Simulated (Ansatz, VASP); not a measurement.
**One calculation of Ga, two programs**

Contents of INCAR:

```
  PREC = Accurate
  ENCUT = 520
  EDIFF = 1E-7
  ISMEAR = -1
  SIGMA = 0.05
  LREAL = F
  LASPH = T
  NELM = 100
  ALGO = Fast
  ISIF = 2
  LWAVE = F
  LCHARG = F
  GGA = PE
  NBANDS = 20
```

The input KPOINTS:

```
regular mesh
0
Gamma
  10 10 8
```

File POSCAR:

```
Ga
1.0
    1.3830000000     -4.0265000000      0.0000000000
    1.3830000000      4.0265000000      0.0000000000
   -0.1174474948      0.0000000000      3.3299294416
Ga
2
Direct
    0.1310000000      0.8690000000      0.7500000000
    0.8690000000      0.1310000000      0.2500000000
```

input.yaml

```yaml
crystal:
  lattice:
    - [1.383, -4.0265, 0.0]
    - [1.383, 4.0265, 0.0]
    - [-0.1174474948, 0.0, 3.3299294416]
  atoms:
    - { symbol: Ga, position: [0.131, 0.869, 0.75] }
    - { symbol: Ga, position: [0.869, 0.131, 0.25] }
kpoints:
  mp_grid: { grid: [10, 10, 8] }
scf:
  occupations: { method: fermi_dirac, width: 0.05 }
hamiltonian:
  xc: pbe
  pseudopotentials: { kind: all_electron, lapw: { basis_error: 0.001 } }
output:
  forces: true
  stress: true
  eigenvalues: true
```

Alike in both runs: task single point; functional PBE; k mesh 10 × 10 × 8; occupations fermi-dirac, width 0.05 eV; no spin polarisation.

|  | VASP | Ansatz |
| --- | --- | --- |
| version | VASP 6.6.1 | Ansatz 0.2.0 |
| potentials or method | VASP PAW PBE potentials, release 64 (Ga_d), cutoff 520 eV | all-electron LAPW, scalar-relativistic |

|  | VASP | Ansatz | Ansatz less VASP |
| --- | --- | --- | --- |
| gap on the k mesh at the Fermi level (eV) | none | none | - |
| pressure (GPa) | 1.5 | 1.7 | +0.16 |
| traceless stress, the component that is largest in VASP (GPa) | -0.96 | -0.95 | +0.019 |
| rms of the force components (eV/Å) | 0.118 | 0.116 | -0.0016 |

Atom by atom the forces differ by 0.002 eV/Å (rms over components). A gap of «none» marks a metal or a gap that the smearing closes. Ansatz ran all-electron here, and VASP with PAW potentials.
